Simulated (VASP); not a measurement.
# BN (P6_3mc) in VASP: a series of runs

BN is run at these levels: PBE; tasks: single point.

All numbers are computed with VASP 6.6.1; they aren't measurements. Logs are shortened: lines on timing, memory, paths and dates and some standing lists are left out, and cuts for length are marked.

**1. The cell of the first run**

Symmetry: P6_3mc, No. 186, hexagonal system. Conventional cell: a = 2.598 Å, b = 2.598 Å, c = 4.301 Å, α = 90.00°, β = 90.00°, γ = 120.00°. B (site symmetry 3m) has 4 N at 1.59 to 1.61 Å within 2.1 Å. N (site symmetry 3m) has 4 B at 1.59 to 1.61 Å within 2.1 Å.

**2. Single point, PBE**

Contents of INCAR:

```
ALGO = Normal
EDIFF = 1E-6
ENCUT = 600
GGA = PE
GGA_COMPAT = F
ISIF = 2
ISMEAR = 0
LASPH = T
LCHARG = T
LELF = T
LREAL = F
LVHAR = T
LWAVE = F
NBANDS = 16
NELM = 120
PREC = Accurate
SIGMA = 0.01
```

Contents of KPOINTS:

```
k-points
0
Gamma
  12 12 6
```

Contents of POSCAR:

```
BN
1.0
    2.5978779112      0.0000000000      0.0000000000
   -1.2989389556      2.2498282629      0.0000000000
    0.0000000000      0.0000000000      4.3014547907
B N
2 2
Direct
    0.6666666667      0.3333333333      0.0000000000
    0.3333333333      0.6666666667      0.5000000000
    0.6666666667      0.3333333333      0.3750000000
    0.3333333333      0.6666666667      0.8750000000
```

Potentials or basis: VASP PAW PBE potentials, release 64 (B, N).

On the command line:

```
$ cat potpaw_PBE.64/B/POTCAR potpaw_PBE.64/N/POTCAR > POTCAR
$ mpirun -np 1 vasp_std > vasp.out
```

OUTCAR:

```text
EDIFF = 1E-6
   ENCUT = 600
   GGA = PE
   ISIF = 2
   ISMEAR = 0
   LASPH = T
   LREAL = F
   NELM = 120
   PREC = Accurate

 ion  position               nearest neighbor table
   1  0.667  0.333  0.000-   4 1.59   4 1.59   4 1.59   3 1.61
   2  0.333  0.667  0.500-   3 1.59   3 1.59   3 1.59   4 1.61
   3  0.667  0.333  0.375-   2 1.59   2 1.59   2 1.59   1 1.61
   4  0.333  0.667  0.875-   1 1.59   1 1.59   1 1.59   2 1.61

  LATTYP: Found a hexagonal cell.
 ALAT       =     2.5978779112
 C/A-ratio  =     1.6557570978

  Lattice vectors:

 A1 = (   2.5978779112,   0.0000000000,   0.0000000000)
 A2 = (  -1.2989389556,   2.2498282629,   0.0000000000)
 A3 = (   0.0000000000,   0.0000000000,   4.3014547907)

Analysis of symmetry for initial positions (statically):
=====================================================================
 Subroutine PRICEL returns:
 Original cell was already a primitive cell.

 Routine SETGRP: Setting up the symmetry group for a
 hexagonal supercell.

 Subroutine GETGRP returns: Found 12 space group operations
 (whereof  6 operations were pure point group operations)
 out of a pool of 24 trial point group operations.

The static configuration has the point symmetry C_3v.
 The point group associated with its full space group is C_6v.

Analysis of symmetry for dynamics (positions and initial velocities):
=====================================================================
 Subroutine PRICEL returns:
 Original cell was already a primitive cell.

 Routine SETGRP: Setting up the symmetry group for a
 hexagonal supercell.

 Subroutine GETGRP returns: Found 12 space group operations
 (whereof  6 operations were pure point group operations)
 out of a pool of 24 trial point group operations.

The dynamic configuration has the point symmetry C_3v.
 The point group associated with its full space group is C_6v.

 Subroutine INISYM returns: Found 12 space group operations
 (whereof  6 operations are pure point group operations),
 and found     1 'primitive' translations

----------------------------------------------------------------------------------------

                                     Primitive cell

  volume of cell :      25.1411

  direct lattice vectors                    reciprocal lattice vectors
     2.597877911  0.000000000  0.000000000     0.384929560  0.222239185  0.000000000
    -1.298938956  2.249828263  0.000000000     0.000000000  0.444478370  0.000000000
     0.000000000  0.000000000  4.301454791     0.000000000  0.000000000  0.232479486

  length of vectors
     2.597877911  2.597877908  4.301454791     0.444478370  0.444478370  0.232479486

  position of ions in fractional coordinates (direct lattice)
     0.666666667  0.333333333  0.000000000
     0.333333333  0.666666667  0.500000000
     0.666666667  0.333333333  0.375000000
     0.333333333  0.666666667  0.875000000

  ion indices of the primitive-cell ions
   primitive index   ion index
                 1           1
                 2           2
                 3           3
                 4           4

----------------------------------------------------------------------------------------

 KPOINTS: k-points

Automatic generation of k-mesh.
 Grid dimensions read from file:
 generate k-points for:   12   12    6

 Generating k-lattice:

  Cartesian coordinates                     Fractional coordinates (reciprocal lattice)
     0.032077463  0.018519932  0.000000000     0.083333333  0.000000000  0.000000000
     0.000000000  0.037039864  0.000000000     0.000000000  0.083333333  0.000000000
     0.000000000  0.000000000  0.038746581     0.000000000  0.000000000  0.166666667

  Length of vectors
     0.037039864  0.037039864  0.038746581

  Shift w.r.t. Gamma in fractional coordinates (k-lattice)
     0.000000000  0.000000000  0.000000000

 Subroutine IBZKPT returns following result:
 ===========================================

 Found     76 irreducible k-points:

 Following reciprocal coordinates:
            Coordinates               Weight
  0.000000  0.000000  0.000000      1.000000
  0.083333  0.000000  0.000000      6.000000
  0.166667  0.000000  0.000000      6.000000
  0.250000  0.000000  0.000000      6.000000
  0.333333 -0.000000  0.000000      6.000000
  0.416667 -0.000000  0.000000      6.000000
[... 16 lines left out ...]
  0.250000  0.000000  0.166667     12.000000
  0.333333 -0.000000  0.166667     12.000000
 [... further k-points ...]
   k-points           NKPTS =     76   k-points in BZ     NKDIM =     76   number of bands    NBANDS=     16
   number of dos      NEDOS =    301   number of ions     NIONS =      4
   total plane-waves  NPLWV =  20736
   dimension x,y,z NGX =    24 NGY =   24 NGZ =   36
   dimension x,y,z NGXF=    48 NGYF=   48 NGZF=   72
   ions per type =               2   2
   NGX,Y,Z   is equivalent  to a cutoff of  15.36, 15.36, 13.91 a.u.
   NGXF,Y,Z  is equivalent  to a cutoff of  30.72, 30.72, 27.83 a.u.
 SYSTEM =  unknown system
   PREC   = accura    normal or accurate (medium, high low for compatibility)
   ISTART =      0    job   : 0-new  1-cont  2-samecut
   ICHARG =      2    charge: 1-file 2-atom 10-const
   ISPIN  =      1    spin polarized calculation?
   LNONCOLLINEAR =      F non collinear calculations
   LSORBIT =      F    spin-orbit coupling
   LASPH  =      T    aspherical Exc in radial PAW
   ENCUT  =  600.0 eV  44.10 Ry    6.64 a.u.   5.19  5.19  8.59*2*pi/ulx,y,z
   NELM   =    120;   NELMIN=  2; NELMDL= -5     # of ELM steps
   EDIFF  = 0.1E-05   stopping-criterion for ELM
   LREAL  =      F    real-space projection
   EDIFFG = 0.1E-04   stopping-criterion for IOM
   NSW    =      0    number of steps for IOM
   IBRION =     -1    ionic relax: 0-MD 1-quasi-New 2-CG
   NFREE  =      0    steps in history (QN), initial steepest desc. (CG)
   ISIF   =      2    stress and relaxation
   ISYM   =      2    0-nonsym 1-usesym 2-fastsym
   POTIM  = 0.5000    time-step for ionic-motion
   TEBEG  =    0.0;   TEEND  =   0.0 temperature during run
   PSTRESS=    0.0 pullay stress
   NELECT =      16.0000    total number of electrons
   NUPDOWN=      -1.0000    fix difference up-down
   EMIN   =  10.00;   EMAX   =-10.00  energy-range for DOS
   EFERMI =   0.00;   METHOD = LEGACY
   ISMEAR =     0;   SIGMA  =   0.01  broadening in eV -4-tet -1-fermi 0-gaus
   EFERMI_NEDOS =   21; number of points for ismear=-14 and -15
   IALGO  =     38    algorithm
   IMIX   =      4    mixing-type and parameters
     AMIX     =   0.40;   BMIX     =  1.00
     AMIX_MAG =   1.60;   BMIX_MAG =  1.00
  volume/ion in A,a.u.               =       6.29        42.42
  Fermi-wavevector in a.u.,A,eV,Ry     =   1.408165  2.661047 26.979398  1.982930
  Thomas-Fermi vector in A             =   2.530351
   LORBIT       =      0    0 simple, 1 ext, 2 COOP (PROOUT), +10 PAW based schemes
   GGA     = PE    functional components
   LHFCALC =     F    Hartree Fock is set to
   AEXX    =    0.0000 exact exchange contribution
   IVDW    =     0    specifies the selected vdW correction
   LEPSILON=     F    determine dielectric tensor
   LRPA    =     F    only Hartree local field effects (RPA)
 non-spin polarized calculation
 Gauss-broadening in eV      SIGMA  =   0.01
  energy-cutoff  :      600.00
  volume of cell :       25.14
 maximum number of plane-waves:       854
 NGX is ok and might be reduce to    24
   NGX = 11   NGY = 11   NGZ = 17

 number of electron      16.0000001 magnetization

 Free energy of the ion-electron system (eV)
  ---------------------------------------------------
  ext. energy  EPLUGINS =         0.00000000
  ---------------------------------------------------
  free energy    TOTEN  =       -34.77073998 eV

  energy without entropy =      -34.77073998  energy(sigma->0) =      -34.77073998

 E-fermi :   6.8915     XC(G=0): -12.5089

 val. band max:        6.7927894160   @ k =   0.0000   0.0000   0.0000
 cond. band min:      12.0941550114   @ k =   0.3333   0.3333   0.0000
 fundamental gap:      5.3013655954
 Fermi energy:         6.8915120398

 k-point     1 :       0.0000    0.0000    0.0000
  band No.  band energies     occupation
      1     -12.9043      2.00000
      2      -9.0450      2.00000
      3      -3.5388      2.00000
      4       4.8099      2.00000
      5       4.8099      2.00000
      6       6.5690      2.00000
[... 8 lines left out ...]
     15      18.2322      0.00000
     16      22.2121      0.00000

 k-point     2 :       0.0833    0.0000    0.0000
  band No.  band energies     occupation
      1     -12.7606      2.00000
      2      -8.9361      2.00000
      3      -3.3955      2.00000
      4       4.1429      2.00000
      5       4.5466      2.00000
      6       6.2313      2.00000
[... 8 lines left out ...]
     15      18.6413      0.00000
     16      22.0149      0.00000

 k-point     3 :       0.1667    0.0000    0.0000
  band No.  band energies     occupation
      1     -12.3346      2.00000
      2      -8.6251      2.00000
      3      -2.9711      2.00000
      4       2.5471      2.00000
      5       3.9258      2.00000
      6       4.8572      2.00000
[... 8 lines left out ...]
     15      19.7062      0.00000
     16      21.4736      0.00000

 k-point     4 :       0.2500    0.0000    0.0000
  band No.  band energies     occupation
      1     -11.6444      2.00000
      2      -8.1728      2.00000
      3      -2.2868      2.00000
      4       0.6668      2.00000
      5       3.1554      2.00000
      6       3.2272      2.00000
[... 8 lines left out ...]
     15      21.0818      0.00000
     16      21.4375      0.00000

 k-point     5 :       0.3333   -0.0000    0.0000
  band No.  band energies     occupation
      1     -10.7336      2.00000
      2      -7.7357      2.00000
      3      -1.3949      2.00000
      4      -1.0113      2.00000
      5       1.4687      2.00000
      6       2.6374      2.00000
[... 8 lines left out ...]
     15      21.6717      0.00000
     16      22.4076      0.00000

 k-point     6 :       0.4167   -0.0000    0.0000
  band No.  band energies     occupation
      1      -9.7195      2.00000
      2      -7.6283      2.00000
      3      -2.0346      2.00000
      4      -0.4980      2.00000
      5       0.1504      2.00000
      6       2.2537      2.00000
[... 8 lines left out ...]
     15      22.2439      0.00000
     16      23.3577      0.00000
[... 267 lines left out ...]
 k-point    21 :       0.0833    0.0000    0.1667
  band No.  band energies     occupation
      1     -12.6037      2.00000
      2      -9.4340      2.00000
      3      -2.6222      2.00000
      4       4.2596      2.00000
      5       4.6614      2.00000
      6       5.5150      2.00000
[... 8 lines left out ...]
     15      18.3565      0.00000
     16      21.6611      0.00000

 k-point    22 :       0.1667    0.0000    0.1667
  band No.  band energies     occupation
      1     -12.1802      2.00000
      2      -9.0962      2.00000
      3      -2.2489      2.00000
      4       2.6854      2.00000
      5       4.0490      2.00000
      6       4.4373      2.00000
[... 8 lines left out ...]
     15      19.4167      0.00000
     16      21.3648      0.00000

 k-point    23 :       0.2500    0.0000    0.1667
  band No.  band energies     occupation
      1     -11.4952      2.00000
      2      -8.5899      2.00000
      3      -1.7070      2.00000
      4       0.8807      2.00000
      5       2.7479      2.00000
      6       3.3575      2.00000
[... 8 lines left out ...]
     15      20.7733      0.00000
     16      21.4715      0.00000

 k-point    24 :       0.3333   -0.0000    0.1667
  band No.  band energies     occupation
      1     -10.5945      2.00000
      2      -8.0518      2.00000
      3      -1.5772      2.00000
      4      -0.1865      2.00000
      5       1.0588      2.00000
      6       2.7722      2.00000
[... 8 lines left out ...]
     15      22.0567      0.00000
     16      22.1862      0.00000

 [... further k-points ...]

------------------------ aborting loop because EDIFF is reached ----------------------------------------

  FORCE on cell =-STRESS in cart. coord.  units (eV):
  Direction    XX          YY          ZZ          XY          YZ          ZX
  --------------------------------------------------------------------------------------
  -------------------------------------------------------------------------------------
  Total       -2.7014241     -2.7014241     -2.8855736      0.0000000      0.0000000      0.0000000
  in kB     -172.1550948   -172.1550941   -183.8904891      0.0000000      0.0000000      0.0000000
  external PRESSURE =    -176.0668927 kB  Pullay stress =       0.0000000 kB

 VOLUME and BASIS-vectors are now :
 -----------------------------------------------------------------------------
  energy-cutoff  :      600.00
  volume of cell :       25.14
      direct lattice vectors                 reciprocal lattice vectors
     2.597877911  0.000000000  0.000000000     0.384929560  0.222239185  0.000000000
    -1.298938956  2.249828263  0.000000000     0.000000000  0.444478370  0.000000000
     0.000000000  0.000000000  4.301454791     0.000000000  0.000000000  0.232479486

 POSITION                                       TOTAL-FORCE (eV/Angst)
 -----------------------------------------------------------------------------------
      1.29894      0.74994      0.00000         0.000000      0.000000     -0.005040
     -0.00000      1.49989      2.15073        -0.000000      0.000000     -0.005040
      1.29894      0.74994      1.61305        -0.000000      0.000000      0.005040
     -0.00000      1.49989      3.76377         0.000000     -0.000000      0.005040
 -----------------------------------------------------------------------------------
    total drift:                                0.000000     -0.000000     -0.000240

  FREE ENERGIE OF THE ION-ELECTRON SYSTEM (eV)
  ---------------------------------------------------
  free  energy   TOTEN  =       -34.7707399762 eV

  energy  without entropy=      -34.7707399762  energy(sigma->0) =      -34.77073998
```

Wall time 30 s (1 thread of Intel Xeon Platinum 8259CL at 2.50GHz (Skylake/Cascade Lake), shared host); peak memory 0.16 GiB.

Results:

| Property | Result |
| --- | --- |
| Free energy | -34.7707 eV |
| Pressure | -17.6 GPa |
| Largest force | 0.005 eV/Å |
| Band gap on the k mesh | 5.30 eV, indirect (least direct gap 7.99 eV) |

Forces on the atoms (eV/Å):
```
B    0.000  0.000 -0.005
B    0.000  0.000 -0.005
N    0.000  0.000  0.005
N    0.000  0.000  0.005
```

Stress tensor (GPa, compression positive):
```
-17.22   0.00   0.00
  0.00 -17.22   0.00
  0.00   0.00 -18.39
```

A k mesh can miss the band edges.

**3. Single point, PBE**

This run uses another cell than the first one, of 6.43 Å³/atom, 1.023 times its volume.

Contents of INCAR:

```
SYSTEM = BN
  ALGO = Normal
  EDIFF = 1E-6
  ENCUT = 600
  GGA = PE
  GGA_COMPAT = .FALSE.
  ISIF = 2
  ISMEAR = 0
  LASPH = .TRUE.
  LCHARG = .TRUE.
  LELF = .TRUE.
  LREAL = .FALSE.
  LVHAR = .TRUE.
  LWAVE = .FALSE.
  NBANDS = 16
  NELM = 120
  PREC = Accurate
  SIGMA = 0.01
```

Contents of KPOINTS:

```
k-points
0
G
  12 12 6
  0 0 0
```

Contents of POSCAR:

```
BN
1.0
    2.6178623728      0.0000000000      0.0000000000
   -1.3089311864      2.2671353143      0.0000000000
    0.0000000000      0.0000000000      4.3345442048
B N
2 2
Direct
    0.6666666667      0.3333333333      0.0000000000
    0.3333333333      0.6666666667      0.5000000000
    0.6666666667      0.3333333333      0.3750000000
    0.3333333333      0.6666666667      0.8750000000
```

Potentials or basis: VASP PAW PBE potentials, release 64 (B, N).

On the command line:

```
$ cat potpaw_PBE.64/B/POTCAR potpaw_PBE.64/N/POTCAR > POTCAR
$ mpirun -np 1 vasp_std > vasp.out
```

It took 43 s on 1 thread of Intel Xeon Platinum 8259CL at 2.50GHz (Skylake/Cascade Lake), shared host; peak memory 0.16 GiB.

The run converged. Its results:

```yaml
Free_energy: -34.6954 eV
Pressure: -24.4 GPa
Largest_force: 0.023 eV/Å
Band_gap_on_the_k_mesh: 5.33 eV, indirect (least direct gap 7.86 eV)
```

Forces on the atoms (eV/Å):
```
B    0.000  0.000 -0.023
B    0.000  0.000 -0.023
N    0.000  0.000  0.023
N    0.000  0.000  0.023
```

Stress tensor (GPa, compression positive):
```
-23.97   0.00   0.00
  0.00 -23.97   0.00
  0.00   0.00 -25.12
```

Levels at points of the mesh, in eV from the valence-band top:
| k point | band 4 | band 5 | band 6 | band 7 | band 8 | band 9 | band 10 | band 11 | band 12 | band 13 |
| --- | --- | --- | --- | --- | --- | --- | --- | --- | --- | --- |
| (0.00, 0.00, 0.00) | -1.94 | -1.94 | -0.22 | 0.00 | 0.00 | 8.03 | 8.05 | 8.05 | 8.55 | 9.59 |
| (0.50, 0.00, 0.00) | -7.33 | -6.42 | -4.56 | -3.98 | -1.95 | 6.42 | 7.70 | 10.19 | 10.59 | 12.05 |
| (0.00, 0.00, 0.50) | -5.36 | -1.07 | -1.07 | -1.07 | -1.07 | 8.73 | 8.73 | 9.49 | 9.49 | 9.49 |
| (0.50, 0.00, 0.50) | -9.33 | -3.45 | -3.45 | -3.29 | -3.29 | 6.27 | 6.27 | 9.46 | 9.46 | 13.47 |

A k mesh can miss the band edges. PBE gaps usually lie below the measured ones, often by a third to a half.
